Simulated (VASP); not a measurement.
Runs of VASP 6.6.1 on Sr3Ir. The structure is that of space group Pm-3m (No. 221), or close to it. The cells are those of the table. 

```tsv
task	cell	k mesh	cutoff (eV)	gap on the mesh (eV)	pressure (GPa)	relaxed volume (Å³/atom)
single point	a = 4.772 Å, 4 atoms	4 × 4 × 4	520	none	5.6	-
single point	a = 5.023 Å, 4 atoms	10 × 10 × 10	520	none	(a)	-
single point	a = 5.014 Å, 4 atoms	4 × 4 × 4	520	none	(b)	-
relaxation of cell and atoms	relaxed from a = 4.772 Å, 4 atoms	4 × 4 × 4	600	none	-0.1	31.80
relaxation of cell and atoms	relaxed from a = 5.014 Å, 4 atoms	10 × 10 × 10	600	none	0.0	31.86
```

Alike in all rows: level PBE; potentials or basis VASP PAW PBE potentials, release 64 (Sr_sv, Ir); no spin polarisation; smearing gaussian 0.1 eV.

Task: Estimate the missing entries.

Result: (a) 0.1; (b) 0.2.

Caveats: spin-orbit coupling is left out, which moves the levels of the heavy elements; the cell stands under pressure (at least some runs); the volume moved by over 15 % at a fixed basis, so the end points are rough (at least some runs).

A k mesh can miss the band edges, and the runs leave out spin-orbit coupling on Ir, Sr.

A gap of «none» marks levels without a gap at the run's occupations.
